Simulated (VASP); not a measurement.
Wanted: the native input for a VASP 6.6.1 run.

```yaml
Task: relaxation of cell and atoms
Functional: PBE
Potentials_or_basis: VASP PAW PBE potentials, release 64 (Sc_sv, Al)
Cutoff: 600 eV
k_mesh: 12 × 12 × 2
Occupations: gaussian, width 0.1 eV
Spin: no spin polarisation
Dipole_correction: no
Further_INCAR_settings: ALGO = Fast; EDIFF = 1e-07; IBRION = 2; EDIFFG = -0.01; NSW = 100; ISIF = 3
```

The structure of Sc4Al lies in POSCAR:

```
Sc4Al
1.0
    3.2591066789      0.0000000000      0.0000000000
   -1.6295533395      2.8224691776      0.0000000000
    0.0000000000      0.0000000000     25.2161193964
Sc Al
8 2
Direct
    0.3333333333      0.6666666667      0.6562308512
    0.3333333333      0.6666666667      0.8437691488
    0.3333333333      0.6666666667      0.0512931313
    0.3333333333      0.6666666667      0.4487068687
    0.6666666667      0.3333333333      0.9487068687
    0.6666666667      0.3333333333      0.1562308512
    0.6666666667      0.3333333333      0.3437691488
    0.6666666667      0.3333333333      0.5512931313
    0.3333333333      0.6666666667      0.2500000000
    0.6666666667      0.3333333333      0.7500000000
```

These files were run (other wordings do the same):

INCAR

```
PREC = Accurate
ENCUT = 600
EDIFF = 1E-7
ISMEAR = 0
SIGMA = 0.1
LREAL = F
LASPH = T
NELM = 60
ALGO = Fast
ISIF = 3
LWAVE = F
LCHARG = F
GGA = PE
IBRION = 2
NSW = 100
EDIFFG = -0.01
KPAR = 2
```

KPOINTS

```
regular mesh
0
Gamma
  12 12 2
```

Potentials or basis: VASP PAW PBE potentials, release 64 (Sc_sv, Al).

The run is started by

```sh
$ cat potpaw_PBE.64/Sc_sv/POTCAR potpaw_PBE.64/Al/POTCAR > POTCAR
$ mpirun -np 2 vasp_std > vasp.out
```

It gave:

| Property | Result |
| --- | --- |
| Relaxed volume | 23.27 Å³/atom |
| Relaxed cell | a = 3.257 Å, b = 3.257 Å, c = 25.328 Å, α = 90.00°, β = 90.00°, γ = 120.00° |
| Space group after relaxing (to 0.1 Å) | P6_3/mmc (No. 194) |
| Energy gained by relaxing | 0.2 meV/atom |
| Ionic steps | 7 |
| Pressure after relaxing | 0.0 GPa |
| Largest force after relaxing | 0.006 eV/Å |
| Band gap on the k mesh | zero (bands 47 and 48 overlap by 1.37 eV) |

It took 28 min on 2 MPI ranks on Intel(R) Xeon(R) 6975P-C (Granite Rapids) (shared host), peak memory 0.74 GiB a rank.
